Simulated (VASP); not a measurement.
# SiO2 (P4_12_12) in VASP: a series of runs

Runs on SiO2. Level: PBE. Tasks: single point, relaxation of the atoms.

Everything below comes from runs of VASP 6.6.1. Logs are shortened: lines on timing, memory, paths and dates and some standing lists are left out, and cuts for length are marked.

## 1. The cell of the first run

The structure is tetragonal, space group P4_12_12 (No. 92). Conventional cell: a = 4.632 Å, b = 4.632 Å, c = 6.209 Å, α = 90.00°, β = 90.00°, γ = 90.00°. Within 2.2 Å of Si (site symmetry 2) lie 4 O at 1.62 Å. Within 2.2 Å of O (site symmetry 1) lie 2 Si at 1.62 Å.

## 2. Single point, PBE

The input, INCAR:

```
SYSTEM = SiO2
ALGO = Normal
EDIFF = 1E-6
ENCUT = 520
GGA = PE
ISIF = 2
ISMEAR = -1
LASPH = .True.
LCHARG = .False.
LREAL = .False.
LWAVE = .False.
NBANDS = 44
NELM = 100
PREC = Accurate
SIGMA = 0.02
```

The input, KPOINTS:

```
k-points
0
Gamma
  5 5 4
  0 0 0
```

The input, POSCAR:

```
SiO2
1.0
    4.6320000000      0.0000000000      0.0000000000
    0.0000000000      4.6320000000      0.0000000000
    0.0000000000      0.0000000000      6.2090000000
Si O
4 8
Direct
    0.3382056770      0.3382056770      0.0000000000
    0.1617943230      0.8382056770      0.2500000000
    0.6617943230      0.6617943230      0.5000000000
    0.8382056770      0.1617943230      0.7500000000
    0.2224331928      0.1792939571      0.2165440058
    0.3207060429      0.7224331928      0.4665440058
    0.7775668072      0.8207060429      0.7165440058
    0.6792939571      0.2775668072      0.9665440058
    0.7224331928      0.3207060429      0.5334559942
    0.8207060429      0.7775668072      0.2834559942
    0.2775668072      0.6792939571      0.0334559942
    0.1792939571      0.2224331928      0.7834559942
```

Potentials or basis: VASP PAW PBE potentials, release 64 (Si, O).

Run with:

```sh
cat potpaw_PBE.64/Si/POTCAR potpaw_PBE.64/O/POTCAR > POTCAR
mpirun -np 1 vasp_std > vasp.out
```

OUTCAR:

```text
SYSTEM = SiO2
   EDIFF = 1E-6
   ENCUT = 520
   GGA = PE
   ISIF = 2
   ISMEAR = -1
   LASPH = .True.
   LREAL = .False.
   NELM = 100
   PREC = Accurate

 ion  position               nearest neighbor table
   1  0.338  0.338  0.000-   8 1.62  11 1.62   5 1.62  12 1.62   2 2.91   4 2.91   2 2.91   4 2.91

   2  0.162  0.838  0.250-   5 1.62  10 1.62   6 1.62  11 1.62   1 2.91   3 2.91   1 2.91   3 2.91

   3  0.662  0.662  0.500-   6 1.62   9 1.62   7 1.62  10 1.62   2 2.91   4 2.91   4 2.91   2 2.91

   4  0.838  0.162  0.750-   7 1.62  12 1.62   9 1.62   8 1.62   1 2.91   3 2.91   3 2.91   1 2.91

   5  0.222  0.179  0.217-   2 1.62   1 1.62
   6  0.321  0.722  0.467-   3 1.62   2 1.62
   7  0.778  0.821  0.717-   4 1.62   3 1.62
   8  0.679  0.278  0.967-   1 1.62   4 1.62
   9  0.722  0.321  0.533-   3 1.62   4 1.62
  10  0.821  0.778  0.283-   2 1.62   3 1.62
  11  0.278  0.679  0.033-   1 1.62   2 1.62
  12  0.179  0.222  0.783-   4 1.62   1 1.62

  LATTYP: Found a simple tetragonal cell.
 ALAT       =     4.6320000000
 C/A-ratio  =     1.3404576857

  Lattice vectors:

 A1 = (   4.6320000000,   0.0000000000,   0.0000000000)
 A2 = (   0.0000000000,   4.6320000000,   0.0000000000)
 A3 = (   0.0000000000,   0.0000000000,   6.2090000000)

Analysis of symmetry for initial positions (statically):
=====================================================================
 Subroutine PRICEL returns:
 Original cell was already a primitive cell.

 Routine SETGRP: Setting up the symmetry group for a
 simple tetragonal supercell.

 Subroutine GETGRP returns: Found  8 space group operations
 (whereof  2 operations were pure point group operations)
 out of a pool of 16 trial point group operations.

The static configuration has the point symmetry C_2 .
 The point group associated with its full space group is D_4 .

Analysis of symmetry for dynamics (positions and initial velocities):
=====================================================================
 Subroutine PRICEL returns:
 Original cell was already a primitive cell.

 Routine SETGRP: Setting up the symmetry group for a
 simple tetragonal supercell.

 Subroutine GETGRP returns: Found  8 space group operations
 (whereof  2 operations were pure point group operations)
 out of a pool of 16 trial point group operations.

The dynamic configuration has the point symmetry C_2 .
 The point group associated with its full space group is D_4 .

 Subroutine INISYM returns: Found  8 space group operations
 (whereof  2 operations are pure point group operations),
 and found     1 'primitive' translations

----------------------------------------------------------------------------------------

                                     Primitive cell

  volume of cell :     133.2167

  direct lattice vectors                    reciprocal lattice vectors
     4.632000000  0.000000000  0.000000000     0.215889465  0.000000000  0.000000000
     0.000000000  4.632000000  0.000000000     0.000000000  0.215889465  0.000000000
     0.000000000  0.000000000  6.209000000     0.000000000  0.000000000  0.161056531

  length of vectors
     4.632000000  4.632000000  6.209000000     0.215889465  0.215889465  0.161056531

  position of ions in fractional coordinates (direct lattice)
     0.338205677  0.338205677  0.000000000
     0.161794323  0.838205677  0.250000000
     0.661794323  0.661794323  0.500000000
     0.838205677  0.161794323  0.750000000
     0.222433193  0.179293957  0.216544006
     0.320706043  0.722433193  0.466544006
     0.777566807  0.820706043  0.716544006
     0.679293957  0.277566807  0.966544006
     0.722433193  0.320706043  0.533455994
     0.820706043  0.777566807  0.283455994
     0.277566807  0.679293957  0.033455994
     0.179293957  0.222433193  0.783455994

  ion indices of the primitive-cell ions
   primitive index   ion index
                 1           1
                 2           2
                 3           3
                 4           4
                 5           5
                 6           6
                 7           7
                 8           8
                 9           9
                10          10
                11          11
                12          12

----------------------------------------------------------------------------------------

 KPOINTS: k-points

Automatic generation of k-mesh.
 Grid dimensions read from file:
 generate k-points for:    5    5    4

 Generating k-lattice:

  Cartesian coordinates                     Fractional coordinates (reciprocal lattice)
     0.043177893  0.000000000  0.000000000     0.200000000  0.000000000  0.000000000
     0.000000000  0.043177893  0.000000000     0.000000000  0.200000000  0.000000000
     0.000000000  0.000000000  0.040264133     0.000000000  0.000000000  0.250000000

  Length of vectors
     0.043177893  0.043177893  0.040264133

  Shift w.r.t. Gamma in fractional coordinates (k-lattice)
     0.000000000  0.000000000  0.000000000

 Subroutine IBZKPT returns following result:
 ===========================================

 Found     18 irreducible k-points:

 Following reciprocal coordinates:
            Coordinates               Weight
  0.000000  0.000000  0.000000      1.000000
  0.200000  0.000000  0.000000      4.000000
  0.400000  0.000000  0.000000      4.000000
  0.200000  0.200000  0.000000      4.000000
  0.400000  0.200000  0.000000      8.000000
  0.400000  0.400000  0.000000      4.000000
[... 10 lines left out ...]
  0.400000  0.200000  0.500000      8.000000
  0.400000  0.400000  0.500000      4.000000
   k-points           NKPTS =     18   k-points in BZ     NKDIM =     18   number of bands    NBANDS=     44
   number of dos      NEDOS =    301   number of ions     NIONS =     12
   total plane-waves  NPLWV =  62208
   dimension x,y,z NGX =    36 NGY =   36 NGZ =   48
   dimension x,y,z NGXF=    72 NGYF=   72 NGZF=   96
   ions per type =               4   8
   NGX,Y,Z   is equivalent  to a cutoff of  12.92, 12.92, 12.85 a.u.
   NGXF,Y,Z  is equivalent  to a cutoff of  25.84, 25.84, 25.70 a.u.
 SYSTEM =  SiO2
   PREC   = accura    normal or accurate (medium, high low for compatibility)
   ISTART =      0    job   : 0-new  1-cont  2-samecut
   ICHARG =      2    charge: 1-file 2-atom 10-const
   ISPIN  =      1    spin polarized calculation?
   LNONCOLLINEAR =      F non collinear calculations
   LSORBIT =      F    spin-orbit coupling
   LASPH  =      T    aspherical Exc in radial PAW
   ENCUT  =  520.0 eV  38.22 Ry    6.18 a.u.   8.61  8.61 11.54*2*pi/ulx,y,z
   NELM   =    100;   NELMIN=  2; NELMDL= -5     # of ELM steps
   EDIFF  = 0.1E-05   stopping-criterion for ELM
   LREAL  =      F    real-space projection
   EDIFFG = 0.1E-04   stopping-criterion for IOM
   NSW    =      0    number of steps for IOM
   IBRION =     -1    ionic relax: 0-MD 1-quasi-New 2-CG
   NFREE  =      0    steps in history (QN), initial steepest desc. (CG)
   ISIF   =      2    stress and relaxation
   ISYM   =      2    0-nonsym 1-usesym 2-fastsym
   POTIM  = 0.5000    time-step for ionic-motion
   TEBEG  =    0.0;   TEEND  =   0.0 temperature during run
   PSTRESS=    0.0 pullay stress
   NELECT =      64.0000    total number of electrons
   NUPDOWN=      -1.0000    fix difference up-down
   EMIN   =  10.00;   EMAX   =-10.00  energy-range for DOS
   EFERMI =   0.00;   METHOD = LEGACY
   ISMEAR =    -1;   SIGMA  =   0.02  broadening in eV -4-tet -1-fermi 0-gaus
   EFERMI_NEDOS =   21; number of points for ismear=-14 and -15
   IALGO  =     38    algorithm
   IMIX   =      4    mixing-type and parameters
     AMIX     =   0.40;   BMIX     =  1.00
     AMIX_MAG =   1.60;   BMIX_MAG =  1.00
  volume/ion in A,a.u.               =      11.10        74.92
  Fermi-wavevector in a.u.,A,eV,Ry     =   1.282179  2.422966 22.367737  1.643982
  Thomas-Fermi vector in A             =   2.414505
   LORBIT       =      0    0 simple, 1 ext, 2 COOP (PROOUT), +10 PAW based schemes
   GGA     = PE    functional components
   LHFCALC =     F    Hartree Fock is set to
   AEXX    =    0.0000 exact exchange contribution
   IVDW    =     0    specifies the selected vdW correction
   LEPSILON=     F    determine dielectric tensor
   LRPA    =     F    only Hartree local field effects (RPA)
 non-spin polarized calculation
  energy-cutoff  :      520.00
  volume of cell :      133.22
 maximum number of plane-waves:      3631
 NGX is ok and might be reduce to    36
   NGX = 17   NGY = 17   NGZ = 23

 number of electron      64.0000041 magnetization

 Free energy of the ion-electron system (eV)
  ---------------------------------------------------
  ext. energy  EPLUGINS =         0.00000000
  ---------------------------------------------------
  free energy    TOTEN  =       -93.73477359 eV

  energy without entropy =      -93.73477359  energy(sigma->0) =      -93.73477359

 E-fermi :   2.8763     XC(G=0):  -9.9848

 val. band max:        2.3791562341   @ k =   0.0000   0.0000   0.0000
 cond. band min:       8.2870875614   @ k =   0.0000   0.0000   0.0000
 fundamental gap:      5.9079313273
 Fermi energy:         2.8762838693

 k-point     1 :       0.0000    0.0000    0.0000
  band No.  band energies     occupation
      1     -17.4715      2.00000
      2     -16.3324      2.00000
      3     -16.3324      2.00000
      4     -15.1553      2.00000
      5     -15.0836      2.00000
      6     -15.0836      2.00000
[... 36 lines left out ...]
     43      14.7056      0.00000
     44      14.8005      0.00000

 k-point     2 :       0.2000    0.0000    0.0000
  band No.  band energies     occupation
      1     -17.3576      2.00000
      2     -16.4106      2.00000
      3     -16.2248      2.00000
      4     -15.2391      2.00000
      5     -15.1749      2.00000
      6     -15.0709      2.00000
[... 36 lines left out ...]
     43      14.1513      0.00000
     44      14.8293      0.00000

 k-point     3 :       0.4000    0.0000    0.0000
  band No.  band energies     occupation
      1     -17.0521      2.00000
      2     -16.6750      2.00000
      3     -15.9343      2.00000
      4     -15.5606      2.00000
      5     -15.2074      2.00000
      6     -15.1833      2.00000
[... 36 lines left out ...]
     43      13.7496      0.00000
     44      14.2789      0.00000

 k-point     4 :       0.2000    0.2000    0.0000
  band No.  band energies     occupation
      1     -17.2441      2.00000
      2     -16.3168      2.00000
      3     -16.2852      2.00000
      4     -15.3152      2.00000
      5     -15.1954      2.00000
      6     -15.1246      2.00000
[... 600 lines left out ...]
     43      14.0958      0.00000
     44      14.1048      0.00000

 k-point    17 :       0.4000    0.2000    0.5000
  band No.  band energies     occupation
      1     -16.7583      2.00000
      2     -16.7583      2.00000
      3     -15.8414      2.00000
      4     -15.8414      2.00000
      5     -15.1771      2.00000
      6     -15.1771      2.00000
[... 36 lines left out ...]
     43      13.9393      0.00000
     44      13.9394      0.00000

 k-point    18 :       0.4000    0.4000    0.5000
  band No.  band energies     occupation
      1     -16.5006      2.00000
      2     -16.5006      2.00000
      3     -16.0079      2.00000
      4     -16.0079      2.00000
      5     -15.2410      2.00000
      6     -15.2410      2.00000
[... 36 lines left out ...]
     43      13.6729      0.00000
     44      13.6729      0.00000

------------------------ aborting loop because EDIFF is reached ----------------------------------------

  FORCE on cell =-STRESS in cart. coord.  units (eV):
  Direction    XX          YY          ZZ          XY          YZ          ZX
  --------------------------------------------------------------------------------------
  -------------------------------------------------------------------------------------
  Total        8.8775699      8.8775699      8.4974088      0.0000000     -0.0000000      0.0000000
  in kB      106.7691833    106.7691833    102.1970433      0.0000000     -0.0000000      0.0000000
  external PRESSURE =     105.2451367 kB  Pullay stress =       0.0000000 kB

 VOLUME and BASIS-vectors are now :
 -----------------------------------------------------------------------------
  energy-cutoff  :      520.00
  volume of cell :      133.22
      direct lattice vectors                 reciprocal lattice vectors
     4.632000000  0.000000000  0.000000000     0.215889465  0.000000000  0.000000000
     0.000000000  4.632000000  0.000000000     0.000000000  0.215889465  0.000000000
     0.000000000  0.000000000  6.209000000     0.000000000  0.000000000  0.161056531

 POSITION                                       TOTAL-FORCE (eV/Angst)
 -----------------------------------------------------------------------------------
      1.56657      1.56657      0.00000         0.016097      0.016097      0.000000
      0.74943      3.88257      1.55225        -0.016097      0.016097      0.000000
      3.06543      3.06543      3.10450        -0.016097     -0.016097      0.000000
      3.88257      0.74943      4.65675         0.016097     -0.016097      0.000000
      1.03031      0.83049      1.34452        -0.003898      0.013538      0.008860
      1.48551      3.34631      2.89677        -0.013538     -0.003898      0.008860
      3.60169      3.80151      4.44902         0.003898     -0.013538      0.008860
      3.14649      1.28569      6.00127         0.013538      0.003898      0.008860
      3.34631      1.48551      3.31223        -0.003898     -0.013538     -0.008860
      3.80151      3.60169      1.75998        -0.013538      0.003898     -0.008860
      1.28569      3.14649      0.20773         0.003898      0.013538     -0.008860
      0.83049      1.03031      4.86448         0.013538     -0.003898     -0.008860
 -----------------------------------------------------------------------------------
    total drift:                               -0.000000      0.000000     -0.000000

  FREE ENERGIE OF THE ION-ELECTRON SYSTEM (eV)
  ---------------------------------------------------
  free  energy   TOTEN  =       -93.7347735873 eV

  energy  without entropy=      -93.7347735873  energy(sigma->0) =      -93.73477359
```

Run time: 73 s. Hardware: 1 thread of Intel Xeon Platinum 8259CL at 2.50GHz (Skylake/Cascade Lake), shared host; peak memory 0.27 GiB.

What came out:

```yaml
Free_energy: -93.7348 eV
Pressure: 10.5 GPa
Largest_force: 0.023 eV/Å
Band_gap_on_the_k_mesh: 5.91 eV
```

Forces on the atoms (eV/Å):
```
Si   0.016  0.016  0.000
Si  -0.016  0.016  0.000
Si  -0.016 -0.016  0.000
Si   0.016 -0.016  0.000
O   -0.004  0.014  0.009
O   -0.014 -0.004  0.009
O    0.004 -0.014  0.009
O    0.014  0.004  0.009
O   -0.004 -0.014 -0.009
O   -0.014  0.004 -0.009
O    0.004  0.014 -0.009
O    0.014 -0.004 -0.009
```

Stress tensor (GPa, compression positive):
```
10.68  0.00  0.00
 0.00 10.68  0.00
 0.00  0.00 10.22
```

Levels at points of the mesh, in eV from the valence-band top:
| k point | band 30 | band 31 | band 32 | band 33 | band 34 | band 35 |
| --- | --- | --- | --- | --- | --- | --- |
| (0.00, 0.00, 0.00) | -0.81 | -0.81 | 0.00 | 5.91 | 8.81 | 8.81 |
| (0.00, 0.00, 0.50) | -1.01 | -0.45 | -0.45 | 7.46 | 7.46 | 8.87 |

Caveat: the cell stands under pressure. A k mesh can miss the band edges.

## 3. Relaxation of the atoms, PBE

The input, INCAR:

```
SYSTEM = SiO2
  PREC = Accurate
  ENCUT = 520
  EDIFF = 1E-7
  ISMEAR = -1
  SIGMA = 0.02
  LREAL = .False.
  LASPH = .True.
  NELM = 100
  ALGO = Normal
  ISIF = 2
  LWAVE = .False.
  LCHARG = .False.
  GGA = PE
  IBRION = 2
  NSW = 80
  EDIFFG = -0.02
```

The input, KPOINTS:

```
Automatic mesh
0
Gamma
  5 5 4
  0 0 0
```

The input, POSCAR:

```
SiO2
1.0
    4.6320000000      0.0000000000      0.0000000000
    0.0000000000      4.6320000000      0.0000000000
    0.0000000000      0.0000000000      6.2090000000
Si O
4 8
Direct
    0.3353000000      0.3353000000      0.0000000000
    0.1647000000      0.8353000000      0.2500000000
    0.6647000000      0.6647000000      0.5000000000
    0.8353000000      0.1647000000      0.7500000000
    0.2276000000      0.1768000000      0.2228000000
    0.3232000000      0.7276000000      0.4728000000
    0.7724000000      0.8232000000      0.7228000000
    0.6768000000      0.2724000000      0.9728000000
    0.7276000000      0.3232000000      0.5272000000
    0.8232000000      0.7724000000      0.2772000000
    0.2724000000      0.6768000000      0.0272000000
    0.1768000000      0.2276000000      0.7772000000
```

Potentials or basis: VASP PAW PBE potentials, release 64 (Si, O).

Run with:

```sh
cat potpaw_PBE.64/Si/POTCAR potpaw_PBE.64/O/POTCAR > POTCAR
mpirun -np 1 vasp_std > vasp.out
```

It took 13 min on 1 thread of Oxide Virtual Turin-like, shared host; peak memory 0.23 GiB.

The run converged. Its results:

```
Free energy                  : -93.7350 eV
Energy gained by relaxing    : 9.8 meV/atom
Ionic steps                  : 10
Pressure after relaxing      : 10.3 GPa
Largest force after relaxing : 0.009 eV/Å
Band gap on the k mesh       : 5.90 eV
```

Forces on the atoms (eV/Å):
```
Si   0.007  0.007  0.000
Si  -0.007  0.007  0.000
Si  -0.007 -0.007  0.000
Si   0.007 -0.007  0.000
O    0.008  0.003  0.000
O   -0.003  0.008  0.000
O   -0.008 -0.003  0.000
O    0.003 -0.008  0.000
O    0.008 -0.003  0.000
O   -0.003 -0.008  0.000
O   -0.008  0.003  0.000
O    0.003  0.008  0.000
```

Stress tensor (GPa, compression positive):
```
10.44  0.00  0.00
 0.00 10.44  0.00
 0.00  0.00 10.00
```

Step by step:
```
step  energy change (eV)  largest force (eV/Å)  pressure (GPa)
   1              0.0000                0.8159            7.88
   2              0.0515                1.5802           11.05
   3             -0.0605                0.4666            8.99
   4             -0.1051                0.1290           11.23
   5             -0.1063                0.1461           11.66
   6             -0.1127                0.1026           11.20
   7             -0.1173                0.0949           10.23
   8             -0.1107                0.3216            9.99
   9             -0.1179                0.0249           10.17
  10             -0.1181                0.0094           10.30
```

Final structure:
```
Si O
1.0
     4.63200    0.00000    0.00000
     0.00000    4.63200    0.00000
     0.00000    0.00000    6.20900
Si O
4 8
Direct
  0.33852 0.33852 0.00000
  0.16148 0.83852 0.25000
  0.66148 0.66148 0.50000
  0.83852 0.16148 0.75000
  0.22211 0.17972 0.21654
  0.32028 0.72211 0.46654
  0.77789 0.82028 0.71654
  0.67972 0.27789 0.96654
  0.72211 0.32028 0.53346
  0.82028 0.77789 0.28346
  0.27789 0.67972 0.03346
  0.17972 0.22211 0.78346
```

Levels at points of the mesh, in eV from the valence-band top:
```tsv
k point	band 29	band 30	band 31	band 32	band 33	band 34	band 35	band 36
(0.00, 0.00, 0.00)	-1.13	-0.81	-0.81	0.00	5.90	8.80	8.80	9.05
(0.00, 0.00, 0.50)	-1.01	-1.01	-0.45	-0.45	7.45	7.45	8.86	8.86
```
